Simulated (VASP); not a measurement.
Runs of VASP 6.6.1 on CsSnI3. The structure is that of space group Pm-3m (No. 221), or close to it. The cells are those of the table. 

| cell | gap on the mesh (eV) | pressure (GPa) |
| --- | --- | --- |
| a = 6.260 Å, 5 atoms | 3.07 | -0.2 |
| a = 6.036 Å, 5 atoms | 3.13 | 2.0 |
| a = 6.150 Å, 5 atoms | 3.10 | 0.8 |
| a = 6.314 Å, 5 atoms | 3.05 | (b) |
| a = 6.206 Å, 5 atoms | 3.08 | 0.3 |
| a = 6.093 Å, 5 atoms | 3.12 | (a) |
| a = 6.367 Å, 5 atoms | 3.03 | -0.8 |

Alike in all rows: task single point; level PBE; potentials or basis VASP PAW PBE potentials, release 64 (Cs_sv, Sn_d, I); no spin polarisation; k mesh 3 × 3 × 3; cutoff (eV) 520; smearing gaussian 0.01 eV.

Task: Fill in the values left out.

Result: (a) 1.3; (b) -0.5.

Caveats: spin-orbit coupling is left out, which moves the levels of the heavy elements.

A k mesh can miss the band edges, and the runs leave out spin-orbit coupling on Cs, I, Sn.
